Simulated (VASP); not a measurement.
Input of a VASP 6.6.1 run:

The input INCAR:

```
SYSTEM = C
PREC     = Accurate       ! precision mode
ENCUT    = 520            ! plane-wave cutoff, eV
EDIFF    = 1E-7           ! SCF threshold, eV
ISMEAR   = 0              ! smearing method
SIGMA    = 0.05           ! smearing width, eV
LREAL    = .False.        ! projectors in reciprocal space
LASPH    = .True.         ! aspherical terms in the spheres
NELM     = 60             ! most SCF steps
ALGO     = Normal         ! electronic algorithm
ISIF     = 2              ! what is computed and relaxed
LWAVE    = .False.        ! write WAVECAR
LCHARG   = .True.         ! write CHGCAR
GGA      = PE             ! functional
LELF     = .True.         ! ELF
LVHAR    = .True.       
NBANDS   = 11             ! bands
```

File KPOINTS:

```
regular mesh
0
Gamma
  8 8 8
  0 0 0
```

POSCAR

```
C
1.0
    0.0000000000      1.7801241426      1.7801241426
    1.7801241426      0.0000000000      1.7801241426
    1.7801241426      1.7801241426      0.0000000000
C
2
Direct
    0.0000000000      0.0000000000      0.0000000000
    0.2500000000      0.2500000000      0.2500000000
```

Potentials or basis: VASP PAW PBE potentials, release 64 (C).

Run with:

```sh
$ cat potpaw_PBE.64/C/POTCAR > POTCAR
$ mpirun -np 1 vasp_std > vasp.out
```

What does it give for the band gap on the k mesh?

4.14 eV (least direct gap 5.60 eV).

What does it give for the pressure?

4.9 GPa.

Caveat: the cell stands under pressure. A k mesh can miss the band edges.
